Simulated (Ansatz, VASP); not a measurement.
**WC: VASP beside Ansatz**

```xyz
2
Lattice="2.9700 0.0000 0.0000 -1.4850 2.5721 0.0000 0.0000 0.0000 2.8918" Properties=species:S:1:pos:R:3 pbc="T T T"
W     0.0000    0.0000    0.0000
C     1.4850    0.8574    1.4459
```

Alike in both runs: functional r2SCAN; k mesh 13 × 13 × 12; occupations fermi-dirac, width 0.1 eV; no spin polarisation.

Ansatz relaxed the structure, and its values are those at the end. VASP's run is a single point on that final structure, the one shown.

|  | VASP | Ansatz |
| --- | --- | --- |
| version | VASP 6.6.1 | Ansatz 0.2.0 |
| potentials or method | VASP PAW PBE potentials, release 64 (W_sv, C), cutoff 520 eV | PAW plane waves |
| valence electrons in the cell | 18 | 18 |

VASP gave:

```
pressure (GPa) : -19.5
```

Question: What did Ansatz give for the same quantities?

Answer: Pressure (GPa): -20.9.

VASP's potentials were made for PBE, not for r2SCAN. With one functional, cell and mesh, what is left measures potentials, basis and numerics. Ansatz's warnings: stress scf threshold loose.

Spin-orbit coupling is off throughout.
